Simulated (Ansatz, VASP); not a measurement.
# Two plane-wave programs on Al2Cu

INCAR

```
SYSTEM = Al2Cu
ALGO = Normal
EDIFF = 1E-7
ENCUT = 520
GGA = PS
ISIF = 2
ISMEAR = 0
LASPH = .True.
LCHARG = .False.
LREAL = .False.
LWAVE = .False.
NBANDS = 16
NELM = 60
PREC = Accurate
SIGMA = 0.02
```

Contents of KPOINTS:

```
k-points
0
Gamma
  10 10 14
  0 0 0
```

The input POSCAR:

```
Al2Cu
1.0
    4.1051820000      0.0000000000      0.0000000000
    0.0000000000      4.1051820000      0.0000000000
    0.0000000000      0.0000000000      2.8913130000
Al Cu
2 1
Direct
    0.5000000000      0.0000000000      0.5000000000
    0.0000000000      0.5000000000      0.5000000000
    0.0000000000      0.0000000000      0.0000000000
```

Input for Ansatz:

```yaml
crystal:
  lattice:
    - [4.105182, 0.0, 0.0]
    - [0.0, 4.105182, 0.0]
    - [0.0, 0.0, 2.891313]
  atoms:
    - { symbol: Al, position: [0.5, 0.0, 0.5] }
    - { symbol: Al, position: [0.0, 0.5, 0.5] }
    - { symbol: Cu, position: [0.0, 0.0, 0.0] }
basis:
  ecutwfc: 420
kpoints:
  mp_grid: { grid: [10, 10, 14] }
hamiltonian:
  xc: pbesol
scf:
  occupations: { method: gaussian, width: 0.02 }
output:
  forces: true
  stress: true
  eigenvalues: true
```

Alike in both runs: task single point; functional PBEsol; k mesh 10 × 10 × 14; occupations gaussian, width 0.02 eV; no spin polarisation.

|  | VASP | Ansatz |
| --- | --- | --- |
| version | VASP 6.6.1 | Ansatz 0.2.0 |
| potentials or method | VASP PAW PBE potentials, release 64 (Al, Cu), cutoff 520 eV | scalar-relativistic, plane waves, PAW |
| valence electrons in the cell | 17 | 25 |

```csv
,VASP,Ansatz,Ansatz less VASP
gap on the k mesh at the Fermi level (eV),none,none,-
pressure (GPa),-2.1,-2.4,-0.27
"traceless stress, the component that is largest in VASP (GPa)",-0.59,-0.59,-0.007
```

VASP's potentials were made for PBE, not for PBEsol. A gap of «none» marks a metal or a gap that the smearing closes. VASP's potentials hold 17 valence electrons a cell and Ansatz's 25, so a difference there can come from the potentials and not from the codes.
